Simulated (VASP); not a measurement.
# Ir (Pmma) in VASP: further runs

The runs below take Ir through single point, with LDA.

Everything below comes from runs of VASP 6.6.1. Logs are shortened: lines on timing, memory, paths and dates and some standing lists are left out, and cuts for length are marked.

### 1 The cell of the first run

The structure is orthorhombic, space group Pmma (No. 51). The conventional cell has a = 11.728 Å, b = 2.140 Å, c = 6.893 Å, α = 90.00°, β = 90.00°, γ = 90.00°. Ir (site symmetry mm2) has 2 Ir at 2.14 Å within 2.8 Å.

### 2 Single point, LDA

INCAR reads:

```
ALGO = Normal ; EDIFF = 1E-7
ENCUT = 520 ; ISIF = 2
ISMEAR = 0 ; LASPH = T
LCHARG = T ; LELF = T
LREAL = F ; LVHAR = T
LWAVE = F ; NBANDS = 16
NELM = 80 ; PREC = Accurate
SIGMA = 0.05
```

KPOINTS reads:

```
k-points
0
Gamma
  3 13 4
```

POSCAR reads:

```
Ir
1.0
   11.7279152614      0.0000000000      0.0000000000
    0.0000000000      2.1402611286      0.0000000000
    0.0000000000      0.0000000000      6.8929375647
Ir
2
Direct
    0.2500000000      0.0000000000      0.1639880000
    0.7500000000      0.0000000000      0.8360120000
```

Potentials or basis: VASP PAW LDA potentials, release 64 (Ir).

Started as:

```sh
> cat potpaw_LDA.64/Ir/POTCAR > POTCAR
> mpirun -np 1 vasp_std > vasp.out
```

OUTCAR:

```text
EDIFF = 1E-7
   ENCUT = 520
   ISIF = 2
   ISMEAR = 0
   LASPH = T
   LREAL = F
   NELM = 80
   PREC = Accurate

 ion  position               nearest neighbor table
   1  0.250  0.000  0.164-
   2  0.750  0.000  0.836-

  LATTYP: Found a simple orthorhombic cell.
 ALAT       =     2.1402611286
 B/A-ratio  =     3.2206058750
 C/A-ratio  =     5.4796655907

  Lattice vectors:

 A1 = (   0.0000000000,   2.1402611286,   0.0000000000)
 A2 = (   0.0000000000,   0.0000000000,   6.8929375647)
 A3 = (  11.7279152614,   0.0000000000,   0.0000000000)

Analysis of symmetry for initial positions (statically):
=====================================================================
 Subroutine PRICEL returns:
 Original cell was already a primitive cell.

 Routine SETGRP: Setting up the symmetry group for a
 simple orthorhombic supercell.

 Subroutine GETGRP returns: Found  8 space group operations
 (whereof  4 operations were pure point group operations)
 out of a pool of  8 trial point group operations.

The static configuration has the point symmetry C_2h.
 The point group associated with its full space group is D_2h.

Analysis of symmetry for dynamics (positions and initial velocities):
=====================================================================
 Subroutine PRICEL returns:
 Original cell was already a primitive cell.

 Routine SETGRP: Setting up the symmetry group for a
 simple orthorhombic supercell.

 Subroutine GETGRP returns: Found  8 space group operations
 (whereof  4 operations were pure point group operations)
 out of a pool of  8 trial point group operations.

The dynamic configuration has the point symmetry C_2h.
 The point group associated with its full space group is D_2h.

 Subroutine INISYM returns: Found  8 space group operations
 (whereof  4 operations are pure point group operations),
 and found     1 'primitive' translations

----------------------------------------------------------------------------------------

                                     Primitive cell

  volume of cell :     173.0183

  direct lattice vectors                    reciprocal lattice vectors
    11.727915261  0.000000000  0.000000000     0.085266646  0.000000000  0.000000000
     0.000000000  2.140261129  0.000000000     0.000000000  0.467232707  0.000000000
     0.000000000  0.000000000  6.892937565     0.000000000  0.000000000  0.145076028

  length of vectors
    11.727915261  2.140261129  6.892937565     0.085266646  0.467232707  0.145076028

  position of ions in fractional coordinates (direct lattice)
     0.250000000  0.000000000  0.163988000
     0.750000000  0.000000000  0.836012000

  ion indices of the primitive-cell ions
   primitive index   ion index
                 1           1
                 2           2

----------------------------------------------------------------------------------------

 KPOINTS: k-points

Automatic generation of k-mesh.
 Grid dimensions read from file:
 generate k-points for:    3   13    4

 Generating k-lattice:

  Cartesian coordinates                     Fractional coordinates (reciprocal lattice)
     0.028422215  0.000000000  0.000000000     0.333333333  0.000000000  0.000000000
     0.000000000  0.035940977  0.000000000     0.000000000  0.076923077  0.000000000
     0.000000000  0.000000000  0.036269007     0.000000000  0.000000000  0.250000000

  Length of vectors
     0.028422215  0.035940977  0.036269007

  Shift w.r.t. Gamma in fractional coordinates (k-lattice)
     0.000000000  0.000000000  0.000000000

 Subroutine IBZKPT returns following result:
 ===========================================

 Found     42 irreducible k-points:

 Following reciprocal coordinates:
            Coordinates               Weight
  0.000000  0.000000  0.000000      1.000000
  0.333333  0.000000  0.000000      2.000000
  0.000000  0.076923  0.000000      2.000000
  0.333333  0.076923  0.000000      4.000000
  0.000000  0.153846  0.000000      2.000000
  0.333333  0.153846  0.000000      4.000000
[... 16 lines left out ...]
  0.000000  0.307692  0.250000      4.000000
  0.333333  0.307692  0.250000      8.000000
 [... further k-points ...]
   k-points           NKPTS =     42   k-points in BZ     NKDIM =     42   number of bands    NBANDS=     16
   number of dos      NEDOS =    301   number of ions     NIONS =      2
   total plane-waves  NPLWV =  77760
   dimension x,y,z NGX =    90 NGY =   16 NGZ =   54
   dimension x,y,z NGXF=   180 NGYF=   32 NGZF=  108
   ions per type =               2
   NGX,Y,Z   is equivalent  to a cutoff of  12.76, 12.43, 13.02 a.u.
   NGXF,Y,Z  is equivalent  to a cutoff of  25.52, 24.86, 26.05 a.u.
 SYSTEM =  unknown system
   PREC   = accura    normal or accurate (medium, high low for compatibility)
   ISTART =      0    job   : 0-new  1-cont  2-samecut
   ICHARG =      2    charge: 1-file 2-atom 10-const
   ISPIN  =      1    spin polarized calculation?
   LNONCOLLINEAR =      F non collinear calculations
   LSORBIT =      F    spin-orbit coupling
   LASPH  =      T    aspherical Exc in radial PAW
   ENCUT  =  520.0 eV  38.22 Ry    6.18 a.u.  21.81  3.98 12.82*2*pi/ulx,y,z
   NELM   =     80;   NELMIN=  2; NELMDL= -5     # of ELM steps
   EDIFF  = 0.1E-06   stopping-criterion for ELM
   LREAL  =      F    real-space projection
   EDIFFG = 0.1E-05   stopping-criterion for IOM
   NSW    =      0    number of steps for IOM
   IBRION =     -1    ionic relax: 0-MD 1-quasi-New 2-CG
   NFREE  =      0    steps in history (QN), initial steepest desc. (CG)
   ISIF   =      2    stress and relaxation
   ISYM   =      2    0-nonsym 1-usesym 2-fastsym
   POTIM  = 0.5000    time-step for ionic-motion
   TEBEG  =    0.0;   TEEND  =   0.0 temperature during run
   PSTRESS=    0.0 pullay stress
   NELECT =      18.0000    total number of electrons
   NUPDOWN=      -1.0000    fix difference up-down
   EMIN   =  10.00;   EMAX   =-10.00  energy-range for DOS
   EFERMI =   0.00;   METHOD = LEGACY
   ISMEAR =     0;   SIGMA  =   0.05  broadening in eV -4-tet -1-fermi 0-gaus
   EFERMI_NEDOS =   21; number of points for ismear=-14 and -15
   IALGO  =     38    algorithm
   IMIX   =      4    mixing-type and parameters
     AMIX     =   0.40;   BMIX     =  1.00
     AMIX_MAG =   1.60;   BMIX_MAG =  1.00
  volume/ion in A,a.u.               =      86.51       583.79
  Fermi-wavevector in a.u.,A,eV,Ry     =   0.769960  1.455014  8.066063  0.592839
  Thomas-Fermi vector in A             =   1.871062
   LORBIT       =      0    0 simple, 1 ext, 2 COOP (PROOUT), +10 PAW based schemes
   GGA     = CA    functional components
   LHFCALC =     F    Hartree Fock is set to
   AEXX    =    0.0000 exact exchange contribution
   IVDW    =     0    specifies the selected vdW correction
   LEPSILON=     F    determine dielectric tensor
   LRPA    =     F    only Hartree local field effects (RPA)
 non-spin polarized calculation
 Gauss-broadening in eV      SIGMA  =   0.05
  energy-cutoff  :      520.00
  volume of cell :      173.02
 maximum number of plane-waves:      4712
 NGX is ok and might be reduce to    90
   NGX = 43   NGY =  7   NGZ = 25

 number of electron      18.0000000 magnetization

 Free energy of the ion-electron system (eV)
  ---------------------------------------------------
  ext. energy  EPLUGINS =         0.00000000
  ---------------------------------------------------
  free energy    TOTEN  =       -11.19723345 eV

  energy without entropy =      -11.18828016  energy(sigma->0) =      -11.19275681

 E-fermi :  -3.2543     XC(G=0):  -4.7128

 val. band max:       -3.4935979042   @ k =   0.3333   0.3846   0.5000
 cond. band min:      -3.2151502438   @ k =   0.3333   0.4615   0.0000
 fundamental gap:      0.2784476604
 Fermi energy:        -3.2542932443

 k-point     1 :       0.0000    0.0000    0.0000
  band No.  band energies     occupation
      1     -11.8584      2.00000
      2     -11.8581      2.00000
      3      -5.9970      2.00000
      4      -5.9127      2.00000
      5      -5.3288      2.00000
      6      -5.3232      2.00000
[... 8 lines left out ...]
     15      -0.3092      0.00000
     16      -0.1740      0.00000

 k-point     2 :       0.3333    0.0000    0.0000
  band No.  band energies     occupation
      1     -11.8583      2.00000
      2     -11.8582      2.00000
      3      -5.9765      2.00000
      4      -5.9344      2.00000
      5      -5.3302      2.00000
      6      -5.3288      2.00000
[... 8 lines left out ...]
     15      -0.3145      0.00000
     16      -0.3145      0.00000

 k-point     3 :       0.0000    0.0769    0.0000
  band No.  band energies     occupation
      1     -11.1981      2.00000
      2     -11.1977      2.00000
      3      -5.8317      2.00000
      4      -5.7484      2.00000
      5      -5.2252      2.00000
      6      -5.2199      2.00000
[... 8 lines left out ...]
     15       0.8259      0.00000
     16       0.9559      0.00000

 k-point     4 :       0.3333    0.0769    0.0000
  band No.  band energies     occupation
      1     -11.1980      2.00000
      2     -11.1978      2.00000
      3      -5.8115      2.00000
      4      -5.7698      2.00000
      5      -5.2266      2.00000
      6      -5.2253      2.00000
[... 8 lines left out ...]
     15       0.7918      0.00000
     16       0.8111      0.00000
[... 324 lines left out ...]
 k-point    22 :       0.3333    0.2308    0.2500
  band No.  band energies     occupation
      1      -6.5125      2.00000
      2      -6.5125      2.00000
      3      -5.5738      2.00000
      4      -5.5709      2.00000
      5      -5.5684      2.00000
      6      -5.5657      2.00000
[... 8 lines left out ...]
     15       2.4579      0.00000
     16       2.8690      0.00000

 k-point    23 :       0.0000    0.3077    0.2500
  band No.  band energies     occupation
      1      -7.1469      2.00000
      2      -7.1450      2.00000
      3      -7.1446      2.00000
      4      -7.1428      2.00000
      5      -4.0568      2.00000
      6      -4.0360      2.00000
[... 8 lines left out ...]
     15       3.7690      0.00000
     16       4.3912      0.00000

 k-point    24 :       0.3333    0.3077    0.2500
  band No.  band energies     occupation
      1      -7.1463      2.00000
      2      -7.1453      2.00000
      3      -7.1444      2.00000
      4      -7.1434      2.00000
      5      -4.0515      2.00000
      6      -4.0411      2.00000
[... 8 lines left out ...]
     15       3.8114      0.00000
     16       4.2418      0.00000

 [... further k-points ...]

------------------------ aborting loop because EDIFF is reached ----------------------------------------

  FORCE on cell =-STRESS in cart. coord.  units (eV):
  Direction    XX          YY          ZZ          XY          YZ          ZX
  --------------------------------------------------------------------------------------
  -------------------------------------------------------------------------------------
  Total       -0.0700105     11.2630092     -0.0459675      0.0000000      0.0000000      0.0000000
  in kB       -0.6483086    104.2973066     -0.4256665      0.0000000      0.0000000      0.0000000
  external PRESSURE =      34.4077772 kB  Pullay stress =       0.0000000 kB

 VOLUME and BASIS-vectors are now :
 -----------------------------------------------------------------------------
  energy-cutoff  :      520.00
  volume of cell :      173.02
      direct lattice vectors                 reciprocal lattice vectors
    11.727915261  0.000000000  0.000000000     0.085266646  0.000000000  0.000000000
     0.000000000  2.140261129  0.000000000     0.000000000  0.467232707  0.000000000
     0.000000000  0.000000000  6.892937565     0.000000000  0.000000000  0.145076028

 POSITION                                       TOTAL-FORCE (eV/Angst)
 -----------------------------------------------------------------------------------
      2.93198      0.00000      1.13036        -0.000000      0.000000     -0.002750
      8.79594      0.00000      5.76258         0.000000      0.000000      0.002750
 -----------------------------------------------------------------------------------
    total drift:                                0.000000      0.000000     -0.000000

  FREE ENERGIE OF THE ION-ELECTRON SYSTEM (eV)
  ---------------------------------------------------
  free  energy   TOTEN  =       -11.1972334521 eV

  energy  without entropy=      -11.1882801625  energy(sigma->0) =      -11.19275681
```

Run time: 2.5 min. Hardware: 1 thread of Intel Xeon 8259CL, shared host; peak memory 0.27 GiB.

Results:

```
Free energy            : -11.1972 eV
Pressure               : 3.4 GPa
Band gap on the k mesh : zero (bands 9 and 10 overlap by 3.61 eV)
```

Forces in eV/Å, atoms in the order of the input:
```
Ir   0.000  0.000 -0.003
Ir   0.000  0.000  0.003
```

Caveat: the stress differs along the axes, from -0 to 10 GPa; spin-orbit coupling is left out, which moves the levels of the heavy elements.

### 3 Single point, LDA

This run uses another cell than the first one.

INCAR reads:

```
PREC = Accurate ; ENCUT = 520
EDIFF = 1E-6 ; ISMEAR = 0
SIGMA = 0.05 ; LREAL = F
LASPH = T ; NELM = 60
ALGO = Normal ; ISIF = 2
LWAVE = F ; LCHARG = T
LELF = T ; LVHAR = T
NBANDS = 16
```

KPOINTS reads:

```
regular mesh
0
Gamma
  3 13 4
```

POSCAR reads:

```
Ir
1.0
   11.9029845832      0.0000000000      0.0000000000
    0.0000000000      2.1722100347      0.0000000000
    0.0000000000      0.0000000000      6.9958323996
Ir
2
Direct
    0.2500000000      0.0000000000      0.1639880000
    0.7500000000      0.0000000000      0.8360120000
```

Potentials or basis: VASP PAW LDA potentials, release 64 (Ir).

Started as:

```sh
> cat potpaw_LDA.64/Ir/POTCAR > POTCAR
> mpirun -np 1 vasp_std > vasp.out
```

Run time: 2.7 min. Hardware: 1 thread of Intel Xeon 8259CL, shared host; peak memory 0.27 GiB.

Results (log left out):

| Item | Value |
| --- | --- |
| Free energy | -11.3283 eV |
| Pressure | 1.9 GPa |
| Band gap on the k mesh | zero (bands 9 and 10 overlap by 3.60 eV) |

Forces on the atoms (eV/Å):
```
Ir   0.000  0.000 -0.002
Ir   0.000  0.000  0.002
```

Stress tensor (GPa, compression positive):
```
-0.05  0.00  0.00
 0.00  5.88  0.00
 0.00  0.00 -0.04
```

Levels at points of the mesh, in eV from the Fermi level:
| k point | band 4 | band 5 | band 6 | band 7 | band 8 | band 9 | band 10 | band 11 | band 12 | band 13 |
| --- | --- | --- | --- | --- | --- | --- | --- | --- | --- | --- |
| (0.00, 0.00, 0.00) | -2.52 | -1.93 | -1.92 | -1.92 | -1.92 | 2.31 | 2.74 | 2.74 | 2.74 | 2.74 |
| (0.00, 0.00, 0.50) | -2.51 | -1.92 | -1.92 | -1.92 | -1.91 | 2.44 | 2.49 | 2.53 | 2.74 | 2.74 |

Caveat: the stress differs along the axes, from -0 to 6 GPa; spin-orbit coupling is left out, which moves the levels of the heavy elements.

(Continued in part 2 of 2.)

The gap in the log of VASP goes by the Fermi energy; the results here count the filled bands.